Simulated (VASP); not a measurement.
# ScIn2N3 (P4/mmm) in VASP: relaxation of cell and atoms with PBE

Aim: the relaxation of cell and atoms of ScIn2N3 with PBE.

Everything below comes from runs of VASP 6.6.1. Logs are shortened: lines on timing, memory, paths and dates and some standing lists are left out, and cuts for length are marked.

## (1) The cell of the first run

It takes space group P4/mmm (No. 123, tetragonal). Conventional cell: a = 3.163 Å, b = 3.163 Å, c = 9.576 Å, α = 90.00°, β = 90.00°, γ = 90.00°. Sc (site symmetry 4/mmm) has 8 N at 2.72 Å and 2 In at 3.11 Å and 4 Sc at 3.16 Å within 3.6 Å. In (site symmetry 4mm) has 8 N at 2.73 to 2.80 Å and 1 Sc at 3.11 Å and 5 In at 3.16 to 3.35 Å within 3.6 Å. Within 3.6 Å of N (site symmetry 4mm) lie 4 Sc at 2.72 Å and 4 In at 2.73 Å and 6 N at 3.08 to 3.25 Å. N (site symmetry 4/mmm) has 8 In at 2.80 Å and 6 N at 3.16 to 3.25 Å within 3.7 Å.

The cell was generated, and may not be a known phase.

## (2) Relaxation of cell and atoms, PBE, collinear spin, ferromagnetic start

File INCAR:

```
ALGO = Normal
EDIFF = 1E-7
EDIFFG = -0.04
ENCUT = 600
GGA = PE
IBRION = 2
ISIF = 3
ISMEAR = 0
ISPIN = 2
LASPH = T
LCHARG = F
LMAXMIX = 4
LORBIT = 11
LREAL = F
LWAVE = F
MAGMOM = 0 0 0 1 1 1
NELM = 150
NSW = 90
PREC = Accurate
SIGMA = 0.1
```

File KPOINTS:

```
k-points
0
Gamma
  6 6 2
```

File POSCAR:

```
ScIn2N3
1.0
    3.1628075800      0.0000000000      0.0000000000
    0.0000000000      3.1628075800      0.0000000000
    0.0000000000      0.0000000000      9.5758278700
Sc In N
1 2 3
Direct
    0.5000000000      0.5000000000      0.0000000000
    0.5000000000      0.5000000000      0.3248246900
    0.5000000000      0.5000000000      0.6751753100
    0.0000000000      0.0000000000      0.8390681100
    0.0000000000      0.0000000000      0.1609318900
    0.0000000000      0.0000000000      0.5000000000
```

Potentials or basis: VASP PAW PBE potentials, release 64 (Sc_sv, In_d, N).

On the command line:

```bash
$ cat potpaw_PBE.64/Sc_sv/POTCAR potpaw_PBE.64/In_d/POTCAR potpaw_PBE.64/N/POTCAR > POTCAR
$ mpirun -np 1 vasp_std > vasp.out
```

OUTCAR:

```text
EDIFF = 1E-7
   EDIFFG = -0.04
   ENCUT = 600
   GGA = PE
   IBRION = 2
   ISIF = 3
   ISMEAR = 0
   ISPIN = 2
   LASPH = T
   LORBIT = 11
   LREAL = F
   NELM = 150
   NSW = 90
   PREC = Accurate

 ion  position               nearest neighbor table
   1  0.500  0.500  0.000-   2 3.11   3 3.11
   2  0.500  0.500  0.325-   5 2.73   5 2.73   5 2.73   5 2.73   6 2.80   6 2.80   6 2.80   6 2.80
                             1 3.11   3 3.35
   3  0.500  0.500  0.675-   4 2.73   4 2.73   4 2.73   4 2.73   6 2.80   6 2.80   6 2.80   6 2.80
                             1 3.11   2 3.35
   4  0.000  0.000  0.839-   3 2.73   3 2.73   3 2.73   3 2.73
   5  0.000  0.000  0.161-   2 2.73   2 2.73   2 2.73   2 2.73
   6  0.000  0.000  0.500-   2 2.80   3 2.80   2 2.80   3 2.80   2 2.80   3 2.80   2 2.80   3 2.80

  LATTYP: Found a simple tetragonal cell.
 ALAT       =     3.1628075800
 C/A-ratio  =     3.0276352980

  Lattice vectors:

 A1 = (   3.1628075800,   0.0000000000,   0.0000000000)
 A2 = (   0.0000000000,   3.1628075800,   0.0000000000)
 A3 = (   0.0000000000,   0.0000000000,   9.5758278700)

Analysis of symmetry for initial positions (statically):
=====================================================================
 Subroutine PRICEL returns:
 Original cell was already a primitive cell.

 Routine SETGRP: Setting up the symmetry group for a
 simple tetragonal supercell.

 Subroutine GETGRP returns: Found 16 space group operations
 (whereof 16 operations were pure point group operations)
 out of a pool of 16 trial point group operations.

The static configuration has the point symmetry D_4h.

Analysis of symmetry for dynamics (positions and initial velocities):
=====================================================================
 Subroutine PRICEL returns:
 Original cell was already a primitive cell.

 Routine SETGRP: Setting up the symmetry group for a
 simple tetragonal supercell.

 Subroutine GETGRP returns: Found 16 space group operations
 (whereof 16 operations were pure point group operations)
 out of a pool of 16 trial point group operations.

The dynamic configuration has the point symmetry D_4h.

Analysis of structural, dynamic, and magnetic symmetry:
=====================================================================
 Subroutine PRICEL returns:
 Original cell was already a primitive cell.

 Routine SETGRP: Setting up the symmetry group for a
 simple tetragonal supercell.
[... 124 lines left out ...]
   EFERMI_NEDOS =   21; number of points for ismear=-14 and -15
   IALGO  =     38    algorithm
   IMIX   =      4    mixing-type and parameters
     AMIX     =   0.40;   BMIX     =  1.00
     AMIX_MAG =   1.60;   BMIX_MAG =  1.00
  volume/ion in A,a.u.               =      15.97       107.74
  Fermi-wavevector in a.u.,A,eV,Ry     =   1.335474  2.523679 24.265853  1.783490
  Thomas-Fermi vector in A             =   2.464175
   LORBIT       =     11    0 simple, 1 ext, 2 COOP (PROOUT), +10 PAW based schemes
   GGA     = PE    functional components
   LHFCALC =     F    Hartree Fock is set to
   AEXX    =    0.0000 exact exchange contribution
   IVDW    =     0    specifies the selected vdW correction
   LEPSILON=     F    determine dielectric tensor
   LRPA    =     F    only Hartree local field effects (RPA)
 conjugate gradient relaxation of ions
 spin polarized calculation
 Gauss-broadening in eV      SIGMA  =   0.10
  energy-cutoff  :      600.00
  volume of cell :       95.79
 maximum number of plane-waves:      3224
 NGX is ok and might be reduce to    28
   NGX = 13   NGY = 13   NGZ = 39

--------------------------------------- Ionic step        1  -------------------------------------------

 number of electron      52.0000011 magnetization       0.6008074

 Free energy of the ion-electron system (eV)
  ---------------------------------------------------
  ext. energy  EPLUGINS =         0.00000000
  ---------------------------------------------------
  free energy    TOTEN  =       -31.43700682 eV

  energy without entropy =      -31.41115126  energy(sigma->0) =      -31.42407904

------------------------ aborting loop because EDIFF is reached ----------------------------------------

  FORCE on cell =-STRESS in cart. coord.  units (eV):
  Direction    XX          YY          ZZ          XY          YZ          ZX
  --------------------------------------------------------------------------------------
  -------------------------------------------------------------------------------------
  Total      -11.1741870    -11.1741870    -12.3695403      0.0000000     -0.0000000      0.0000000
  in kB     -186.8979956   -186.8979956   -206.8913188      0.0000000     -0.0000000      0.0000000
  external PRESSURE =    -193.5624367 kB  Pullay stress =       0.0000000 kB
[... 275 lines left out ...]
 number of electron      51.9999990 magnetization      -0.0000002

 number of electron      51.9999990 magnetization       0.0000026

 Free energy of the ion-electron system (eV)
  ---------------------------------------------------
  ext. energy  EPLUGINS =         0.00000000
  ---------------------------------------------------
  free energy    TOTEN  =       -33.28563217 eV

  energy without entropy =      -33.27024810  energy(sigma->0) =      -33.27794013

 E-fermi :   8.8165     XC(G=0): -12.1208

 val. band max:        8.8145052430   @ k =   0.5000   0.1667   0.0000
 cond. band min:       8.8470381829   @ k =   0.0000   0.0000   0.0000
 fundamental gap:      0.0325329399
 Fermi energy:         8.8164821019

 spin component 1

 k-point     1 :       0.0000    0.0000    0.0000
  band No.  band energies     occupation
      1     -40.5593      1.00000
      2     -19.2927      1.00000
      3     -18.8637      1.00000
      4     -18.8637      1.00000
      5      -6.8119      1.00000
      6      -6.7604      1.00000
[... 709 lines left out ...]
     32      12.6147      0.00000
     33      12.6147      0.00000
 Fermi energy:         8.8164821019

 spin component 2

 k-point     1 :       0.0000    0.0000    0.0000
  band No.  band energies     occupation
      1     -40.5593      1.00000
      2     -19.2927      1.00000
      3     -18.8637      1.00000
      4     -18.8637      1.00000
      5      -6.8119      1.00000
      6      -6.7604      1.00000
[... 742 lines left out ...]
  FREE ENERGIE OF THE ION-ELECTRON SYSTEM (eV)
  ---------------------------------------------------
  free  energy   TOTEN  =       -33.2856321728 eV

  energy  without entropy=      -33.2702480955  energy(sigma->0) =      -33.27794013

 reached required accuracy - stopping structural energy minimisation

 total charge

# of ion       s       p       d       tot
------------------------------------------
    1        2.192   6.172   1.078   9.442
    2        0.748   0.588   9.966  11.302
    3        0.748   0.588   9.966  11.302
    4        1.278   2.269   0.000   3.547
    5        1.278   2.269   0.000   3.547
    6        1.307   2.228   0.000   3.535
--------------------------------------------------
tot          7.551  14.114  21.009  42.674

 magnetization (x)

# of ion       s       p       d       tot
------------------------------------------
    1        0.000   0.000   0.000   0.000
    2       -0.000   0.000  -0.000  -0.000
    3       -0.000   0.000  -0.000  -0.000
    4       -0.000  -0.000   0.000  -0.000
    5       -0.000  -0.000   0.000  -0.000
    6        0.000   0.000   0.000   0.000
--------------------------------------------------
tot         -0.000   0.000   0.000   0.000
```

CONTCAR:

```text
ScIn2N3
   1.00000000000000
     2.9150393194278723    0.0000000000000000    0.0000000000000000
     0.0000000000000000    2.9150393194278723   -0.0000000000000000
    -0.0000000000000000   -0.0000000000000000    8.6985041432116823
  Sc              In              N
     1     2     3
Direct
     0.5000000000000000    0.5000000000000000    1.0000000000000000
     0.5000000000000000    0.5000000000000000    0.3311881840852615
     0.5000000000000000    0.5000000000000000    0.6688118159147385
     0.0000000000000000    0.0000000000000000    0.8472451182680542
     1.0000000000000000    1.0000000000000000    0.1527548817319459
     1.0000000000000000    0.0000000000000000    0.5000000000000000

  0.00000000E+00  0.00000000E+00  0.00000000E+00
  0.00000000E+00  0.00000000E+00  0.00000000E+00
  0.00000000E+00  0.00000000E+00  0.00000000E+00
  0.00000000E+00  0.00000000E+00  0.00000000E+00
  0.00000000E+00  0.00000000E+00  0.00000000E+00
  0.00000000E+00  0.00000000E+00  0.00000000E+00
```

Wall time 51 min (1 thread of Intel Xeon 8259CL, shared host); peak memory 0.37 GiB.

Results:

```yaml
Free_energy: -33.2856 eV
Relaxed_volume: 12.32 Å³/atom
Relaxed_cell: a = 2.915 Å, b = 2.915 Å, c = 8.699 Å, α = 90.00°, β = 90.00°, γ = 90.00°
Space_group_after_relaxing_to_0.1_Å: P4/mmm (No. 123)
Energy_gained_by_relaxing: 308.1 meV/atom
Ionic_steps: 8
Pressure_after_relaxing: 0.1 GPa
Largest_force_after_relaxing: 0.025 eV/Å
Band_gap_on_the_k_mesh: zero (filled and empty bands overlap)
Net_moment: 0.00 μB per cell
Valence_electrons_inside_the_program's_atomic_spheres: Sc 9.44; In 11.30; N 3.55, 3.54 (each value once)
```

Forces on the atoms (eV/Å):
```
Sc   0.000  0.000  0.000
In   0.000  0.000 -0.011
In   0.000  0.000  0.011
N    0.000  0.000  0.025
N    0.000  0.000 -0.025
N    0.000  0.000  0.000
```

Step by step:
| step | energy change (eV) | largest force (eV/Å) | pressure (GPa) | volume (Å³) |
| --- | --- | --- | --- | --- |
| 1 | 0.0000 | 1.0065 | -19.36 | 95.79 |
| 2 | -1.7786 | 0.6222 | 5.12 | 71.46 |
| 3 | -1.8106 | 0.6058 | 0.33 | 73.63 |
| 4 | -1.8408 | 0.1861 | 0.43 | 73.63 |
| 5 | -1.8443 | 0.0776 | 0.55 | 73.63 |
| 6 | -1.8480 | 0.0405 | -0.31 | 74.11 |
| 7 | -1.8484 | 0.0483 | -0.11 | 73.99 |
| 8 | -1.8486 | 0.0252 | 0.06 | 73.92 |

Final structure:
```
Sc In N
1.0
     2.91504    0.00000    0.00000
     0.00000    2.91504    0.00000
     0.00000    0.00000    8.69850
Sc In N
1 2 3
Cartesian
  1.4575 1.4575 8.6985
  1.4575 1.4575 2.8808
  1.4575 1.4575 5.8177
  0.0000 0.0000 7.3698
  2.9150 2.9150 1.3287
  2.9150 0.0000 4.3493
```

Caveat: the volume moved by over 15 % at a fixed basis, so the end points are rough; spin-orbit coupling is left out, which moves the levels of the heavy elements.

The gap in the log of VASP goes by the Fermi energy; the results here count the filled bands.